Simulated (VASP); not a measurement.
**Ba: single point with PBE**

Crystal: Ba.

```
CELL_PARAMETERS angstrom
-2.37500 2.62500 2.50000
2.37500 -2.62500 2.50000
2.37500 2.62500 -2.50000
ATOMIC_POSITIONS crystal
Ba 0.00000 0.00000 0.00000
```

This cell differs from its parent crystal: strain -0.0500 x Voigt [1, -1, 0, 0, 0, 0].

```yaml
Program: VASP 6.6.1
Task: single point
Functional: PBE
Potentials_or_basis: VASP PAW PBE potentials, release 64 (Ba_sv)
Cutoff: 520 eV
k_mesh: 14 × 14 × 14
Occupations: gaussian, width 0.15 eV
Spin: no spin polarisation
```

```json
{
 "Pressure": "0.2 GPa",
 "Band gap on the k mesh": "zero (bands 5 and 6 overlap by 0.90 eV)"
}
```

Stress tensor (GPa, compression positive):
```
0.49 0.00 0.00
0.00 0.01 0.00
0.00 0.00 0.12
```

Levels at points of the mesh, in eV from the Fermi level:
| k point | band 1 | band 2 | band 3 | band 4 | band 5 | band 6 | band 7 | band 8 | band 9 | band 10 |
| --- | --- | --- | --- | --- | --- | --- | --- | --- | --- | --- |
| (0.00, 0.00, 0.00) | -28.87 | -13.82 | -13.82 | -13.81 | -2.76 | 1.56 | 1.89 | 2.16 | 2.85 | 3.61 |
| (0.50, 0.00, 0.00) | -28.83 | -14.29 | -13.94 | -13.81 | -0.93 | 1.03 | 1.12 | 2.76 | 3.66 | 5.18 |
| (0.00, 0.50, 0.00) | -28.82 | -14.29 | -13.99 | -13.84 | -0.88 | 0.40 | 1.45 | 3.53 | 4.15 | 5.31 |
| (0.50, 0.50, 0.00) | -28.83 | -14.29 | -13.96 | -13.83 | -0.90 | 0.69 | 1.30 | 3.01 | 4.09 | 5.20 |
| (0.50, 0.50, 0.50) | -28.79 | -14.19 | -14.14 | -14.09 | -0.63 | -0.49 | 3.87 | 4.39 | 4.69 | 4.78 |

Run time: 2.3 min on 1 thread of Intel(R) Xeon(R) Platinum 8488C (Sapphire Rapids) (shared host), peak memory 0.4 GiB.

Caveat: the cell differs from its parent crystal (strain -0.0500 x Voigt [1, -1, 0, 0, 0, 0]); spin-orbit coupling is left out, which moves the levels of the heavy elements.
